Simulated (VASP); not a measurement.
Here is a VASP 6.6.1 calculation.

INCAR

```
ALGO = Normal
EDIFF = 1E-6
ENCUT = 520
GGA = PS
ISIF = 2
ISMEAR = 0
LASPH = T
LCHARG = F
LREAL = F
LWAVE = F
NBANDS = 28
NELM = 100
PREC = Accurate
SIGMA = 0.01
```

KPOINTS

```
k-points
0
Gamma
  6 6 6
```

POSCAR

```
PbS
1.0
    1.9785547904     -5.4860985246      0.0000000000
    1.9785547904      5.4860985246      0.0000000000
    0.0000000000      0.0000000000      4.1662130533
Pb S
2 2
Direct
    0.8784379744      0.1215620256      0.7500000000
    0.1215620256      0.8784379744      0.2500000000
    0.6356017668      0.3643982332      0.7500000000
    0.3643982332      0.6356017668      0.2500000000
```

Potentials or basis: VASP PAW PBE potentials, release 64 (Pb_d, S).

Launch:

```console
$ cat potpaw_PBE.64/Pb_d/POTCAR potpaw_PBE.64/S/POTCAR > POTCAR
$ mpirun -np 1 vasp_std > vasp.out
```

Task: Estimate the band gap on the k mesh.

Result: 0.88 eV, direct.

Task: What does it give for the pressure?

Result: 6.0 GPa.

Stress tensor (GPa, compression positive):
```
6.03 0.00 0.00
0.00 5.92 0.00
0.00 0.00 6.02
```

Caveat: the PAW data sets were made with another functional, which shifts forces and pressure a little; spin-orbit coupling is left out, which moves the levels of the heavy elements. A k mesh can miss the band edges.
